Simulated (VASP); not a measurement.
Set up this calculation in VASP 6.6.1, as the native input.

* Task: single point
* Functional: PBEsol
* Potentials or basis: VASP PAW PBE potentials, release 64 (Nb_sv, As)
* Cutoff: 520 eV
* k mesh: 12 × 12 × 12
* Occupations: gaussian, width 0.1 eV
* Spin: collinear spin
* Starting moments: [1.16, -0.02] μB
* Fixed moment: 1.75 μB
* Dipole correction: no
* Further INCAR settings: ALGO = Normal; EDIFF = 1e-06; NBANDS = 20

The structure of NbAs lies in POSCAR:

```
NbAs
1.0
    0.0000000000      2.8723581278      2.8723581278
    2.8723581278      0.0000000000      2.8723581278
    2.8723581278      2.8723581278      0.0000000000
Nb As
1 1
Direct
    0.0000000000      0.0000000000      0.0000000000
    0.2500000000      0.2500000000      0.2500000000
```

One way to write it, as run:

INCAR

```
SYSTEM = NbAs
ALGO = Normal
EDIFF = 1E-6
ENCUT = 520
GGA = PS
ISIF = 2
ISMEAR = 0
ISPIN = 2
LASPH = .True.
LCHARG = .False.
LMAXMIX = 4
LORBIT = 11
LREAL = .False.
LWAVE = .False.
MAGMOM = 1.16 -0.02
NBANDS = 20
NELM = 150
NUPDOWN = 1.75
PREC = Accurate
SIGMA = 0.1
```

KPOINTS

```
k-points
0
Gamma
  12 12 12
  0 0 0
```

Potentials or basis: VASP PAW PBE potentials, release 64 (Nb_sv, As).

The run is started by

```sh
$ cat potpaw_PBE.64/Nb_sv/POTCAR potpaw_PBE.64/As/POTCAR > POTCAR
$ mpirun -np 1 vasp_std > vasp.out
```

Results of the run:

- Pressure: 4.5 GPa
- Net moment: 1.75 μB per cell
- Site moments: Nb +1.27; As -0.03 μB
- Valence electrons inside the program's atomic spheres: Nb 10.73; As 2.98

Caveat: the cell stands under pressure; the PAW data sets were made with another functional, which shifts forces and pressure a little; the total moment is fixed, so each spin has its own Fermi level.

Wall time 120 s on 1 thread of Intel(R) Xeon(R) Platinum 8488C (Sapphire Rapids), with other jobs on the host, peak memory 0.26 GiB.
